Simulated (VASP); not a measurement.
A run of VASP 6.6.1 is set up as follows.

File INCAR:

```
  PREC = Accurate
  ENCUT = 520
  EDIFF = 1E-6
  ISMEAR = -1
  SIGMA = 0.03
  LREAL = False
  LASPH = True
  NELM = 60
  ALGO = Normal
  ISIF = 2
  LWAVE = False
  LCHARG = False
  GGA = PS
  NBANDS = 64
```

The input KPOINTS:

```
regular mesh
0
Gamma
  9 9 1
```

POSCAR

```
WSe2
1.0
    3.2701008660      0.0000000000      0.0000000000
   -1.6350504330      2.8319904229      0.0000000000
    0.0000000000      0.0000000000     35.7821229999
W Se
4 8
Direct
    0.6666666667      0.3333333333      0.9077686194
    0.6666666667      0.3333333333      0.2772269910
    0.3333333333      0.6666666667      0.7227730090
    0.3333333333      0.6666666667      0.0922313806
    0.3333333333      0.6666666667      0.9545768527
    0.3333333333      0.6666666667      0.3239737175
    0.6666666667      0.3333333333      0.7695834665
    0.6666666667      0.3333333333      0.1390404909
    0.3333333333      0.6666666667      0.8609595091
    0.3333333333      0.6666666667      0.2304165335
    0.6666666667      0.3333333333      0.6760262825
    0.6666666667      0.3333333333      0.0454231473
```

Potentials or basis: VASP PAW PBE potentials, release 64 (W_sv, Se).

Run with:

```bash
$ cat potpaw_PBE.64/W_sv/POTCAR potpaw_PBE.64/Se/POTCAR > POTCAR
$ mpirun -np 1 vasp_std > vasp.out
```

(1) Estimate the band gap on the k mesh.

(2) Predict the largest force.

## Answers

(1) 1.26 eV (least direct gap 1.62 eV).

(2) 0.060 eV/Å.

Caveat: the PAW data sets were made with another functional, which shifts forces and pressure a little; spin-orbit coupling is left out, which moves the levels of the heavy elements.
